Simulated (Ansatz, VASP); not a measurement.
# Si2W in VASP and in Ansatz

File INCAR:

```
ALGO = Normal
EDIFF = 1E-6
ENCUT = 520
ISIF = 2
ISMEAR = -1
LASPH = True
LCHARG = True
LELF = True
LREAL = False
LVHAR = True
LWAVE = False
NBANDS = 18
NELM = 100
PREC = Accurate
SIGMA = 0.05
```

KPOINTS

```
k-points
0
Gamma
  12 12 12
```

File POSCAR:

```
Si2W
1.0
   -1.5961151113      1.5961151113      3.8886743761
    1.5961151113     -1.5961151113      3.8886743761
    1.5961151113      1.5961151113     -3.8886743761
W Si
1 2
Direct
    0.0000000000      0.0000000000      0.0000000000
    0.6653000000      0.6653000000      0.0000000000
    0.3347000000      0.3347000000      0.0000000000
```

Contents of input.yaml:

```yaml
crystal:
  lattice:
    - [-1.5961151113, 1.5961151113, 3.8886743761]
    - [1.5961151113, -1.5961151113, 3.8886743761]
    - [1.5961151113, 1.5961151113, -3.8886743761]
  atoms:
    - { symbol: W, position: [0.0, 0.0, 0.0] }
    - { symbol: Si, position: [0.6653, 0.6653, 0.0] }
    - { symbol: Si, position: [0.3347, 0.3347, 0.0] }
kpoints:
  mp_grid: { grid: [12, 12, 12] }
scf:
  occupations: { method: fermi_dirac, width: 0.05 }
hamiltonian:
  xc: lda
  pseudopotentials: { kind: all_electron, lapw: { basis_error: 0.002 } }
output:
  forces: true
  stress: true
  eigenvalues: true
```

Change from the starting cell: volume scaled by 0.98.

Alike in both runs: task single point; functional LDA; k mesh 12 × 12 × 12; occupations fermi-dirac, width 0.05 eV; no spin polarisation.

|  | VASP | Ansatz |
| --- | --- | --- |
| version | VASP 6.6.1 | Ansatz 0.2.0 |
| potentials or method | VASP PAW LDA potentials, release 64 (W_sv, Si), cutoff 520 eV | all-electron LAPW, scalar-relativistic |

|  | VASP | Ansatz | Ansatz less VASP |
| --- | --- | --- | --- |
| gap on the k mesh at the Fermi level (eV) | none | none | - |
| pressure (GPa) | -0.4 | -1.2 | -0.82 |
| traceless stress, the component that is largest in VASP (GPa) | 0.41 | 0.35 | -0.058 |
| rms of the force components (eV/Å) | 0.007 | 0.000 | -0.0068 |

LDA's correlation is that of Perdew and Zunger in VASP and of Perdew and Wang (1992) in Ansatz. Atom by atom the forces differ by 0.008 eV/Å (rms over components). A gap of «none» marks a metal or a gap that the smearing closes. Ansatz ran all-electron here, and VASP with PAW potentials.

Spin-orbit coupling is off throughout.
